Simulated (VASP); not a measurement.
Here is a VASP 6.6.1 calculation.

File INCAR:

```
SYSTEM = In4Sb
ALGO = Fast
EDIFF = 1E-6
EDIFFG = -0.01
ENCUT = 600
GGA = PE
IBRION = 2
ISIF = 3
ISMEAR = 0
LASPH = .TRUE.
LCHARG = .FALSE.
LREAL = .FALSE.
LWAVE = .FALSE.
NELM = 80
NSW = 100
PREC = Accurate
SIGMA = 0.1
```

Contents of KPOINTS:

```
k-points
0
G
  8 8 8
  0 0 0
```

File POSCAR:

```
In4Sb
1.0
    5.5469417752      0.0000000000      0.0000000000
    0.0000000000      5.5469417752      0.0000000000
    0.0000000000      0.0000000000      5.5469417752
In Sb
4 1
Direct
    0.0000000000      0.5000000000      0.5000000000
    0.5000000000      0.0000000000      0.5000000000
    0.5000000000      0.5000000000      0.0000000000
    0.5000000000      0.5000000000      0.5000000000
    0.0000000000      0.0000000000      0.0000000000
```

Potentials or basis: VASP PAW PBE potentials, release 64 (In_d, Sb).

Command:

```sh
$ cat potpaw_PBE.64/In_d/POTCAR potpaw_PBE.64/Sb/POTCAR > POTCAR
$ mpirun -np 1 vasp_std > vasp.out
```

Q: Estimate the band gap on the k mesh.

A: Zero (an odd number of electrons rules out a gap without spin polarisation).

Q: What does it give for the relaxed volume?

A: 34.82 Å³/atom.

Final structure:
```yaml
crystal:
  lattice:
    - [5.58398, 0.00000, 0.00000]
    - [0.00000, 5.58398, 0.00000]
    - [0.00000, 0.00000, 5.58398]
  atoms:
    - { symbol: In, position: [0.00000, 0.50000, 0.50000] }
    - { symbol: In, position: [0.50000, 0.00000, 0.50000] }
    - { symbol: In, position: [0.50000, 0.50000, 0.00000] }
    - { symbol: In, position: [0.50000, 0.50000, 0.50000] }
    - { symbol: Sb, position: [0.00000, 0.00000, 0.00000] }
```

Caveat: spin-orbit coupling is left out, which moves the levels of the heavy elements.
